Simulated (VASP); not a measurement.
Set up this calculation in VASP 6.6.1, as the native input.

| Item | Value |
| --- | --- |
| Task | single point |
| Functional | PBE |
| Potentials or basis | VASP PAW PBE potentials, release 64 (Ga_d) |
| Cutoff | 500 eV |
| k mesh | 20 × 20 × 20 |
| Occupations | gaussian, width 0.1 eV |
| Spin | no spin polarisation |
| Dipole correction | no |
| Further INCAR settings | ALGO = Normal; EDIFF = 1e-06; NBANDS = 12 |

The structure of Ga lies in POSCAR:

```
Ga
1.0
    0.0000000000      1.8773265436      1.8773265436
    1.8773265436      0.0000000000      1.8773265436
    1.8773265436      1.8773265436      0.0000000000
Ga
1
Direct
    0.0000000000      0.0000000000      0.0000000000
```

This isn't the form of Ga at room conditions, which is orthorhombic.

This cell differs from its parent crystal: Sc replaced by Ga, lengths x 0.831, strained.

The input as run:

INCAR

```
PREC     = Accurate       # precision mode
ENCUT    = 500            # plane-wave cutoff, eV
EDIFF    = 1E-6           # SCF threshold, eV
ISMEAR   = 0              # smearing method
SIGMA    = 0.1            # smearing width, eV
LREAL    = False          # projectors in reciprocal space
LASPH    = True           # aspherical terms in the spheres
NELM     = 120            # most SCF steps
ALGO     = Normal         # electronic algorithm
ISIF     = 2              # what is computed and relaxed
LWAVE    = False          # write WAVECAR
LCHARG   = True           # write CHGCAR
GGA      = PE             # functional
LELF     = True           # ELF
LVHAR    = True         
NBANDS   = 12             # bands
GGA_COMPAT= False
```

KPOINTS

```
regular mesh
0
Gamma
  20 20 20
```

Potentials or basis: VASP PAW PBE potentials, release 64 (Ga_d).

Run with:

```console
$ cat potpaw_PBE.64/Ga_d/POTCAR > POTCAR
$ mpirun -np 1 vasp_std > vasp.out
```

It gave:

| Property | Result |
| --- | --- |
| Pressure | 41.8 GPa |
| Band gap on the k mesh | zero (an odd number of electrons rules out a gap without spin polarisation) |

Caveat: the cell differs from its parent crystal (Sc replaced by Ga, lengths x 0.831, strained); the cell stands under pressure.

Run time: 18 s on 1 thread of AMD EPYC 9R45 96-Core Processor (Zen 5), with other jobs on the host, peak memory 0.12 GiB.
